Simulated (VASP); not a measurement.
Wanted: the native input for a VASP 6.6.1 run.

- Task: relaxation of cell and atoms
- Functional: PBE
- Potentials or basis: VASP PAW PBE potentials, release 64 (Ba_sv, S)
- Cutoff: 600 eV
- k mesh: 12 × 12 × 12
- Occupations: fermi-dirac, width 0.05 eV
- Spin: no spin polarisation
- Dipole correction: no
- Further INCAR settings: ALGO = Normal; EDIFF = 1e-07; IBRION = 2; EDIFFG = -0.005; NSW = 100; ISIF = 3

The structure of BaS (rocksalt type) lies in POSCAR:

```
BaS
1.0
    0.0000000000      2.9384922382      2.9384922382
    2.9384922382      0.0000000000      2.9384922382
    2.9384922382      2.9384922382      0.0000000000
Ba S
1 1
Direct
    0.0000000000      0.0000000000      0.0000000000
    0.5000000000      0.5000000000      0.5000000000
```

These files were run (other wordings do the same):

INCAR

```
PREC = Accurate
ENCUT = 600
EDIFF = 1E-7
ISMEAR = -1
SIGMA = 0.05
LREAL = False
LASPH = True
NELM = 100
ALGO = Normal
ISIF = 3
LWAVE = False
LCHARG = False
GGA = PE
IBRION = 2
NSW = 100
EDIFFG = -0.005
```

KPOINTS

```
regular mesh
0
Gamma
  12 12 12
```

Potentials or basis: VASP PAW PBE potentials, release 64 (Ba_sv, S).

Launch:

```sh
$ cat potpaw_PBE.64/Ba_sv/POTCAR potpaw_PBE.64/S/POTCAR > POTCAR
$ mpirun -np 1 vasp_std > vasp.out
```

Results of the run:

```yaml
Relaxed_volume: 33.64 Å³/atom
Relaxed_cell: a = 4.565 Å, b = 4.565 Å, c = 4.565 Å, α = 60.00°, β = 60.00°, γ = 60.00°
Space_group_after_relaxing_to_0.05_Å: Fm-3m (No. 225)
Energy_gained_by_relaxing: 437.9 meV/atom
Ionic_steps: 6
Pressure_after_relaxing: 0.0 GPa
Band_gap_on_the_k_mesh: 2.16 eV, indirect (least direct gap 2.31 eV)
```

Caveat: the volume moved by over 15 % at a fixed basis, so the end points are rough; spin-orbit coupling is left out, which moves the levels of the heavy elements.

Wall time 7.5 min on 1 thread of Oxide Virtual Turin-like Processor, with other jobs on the host, peak memory 0.22 GiB.
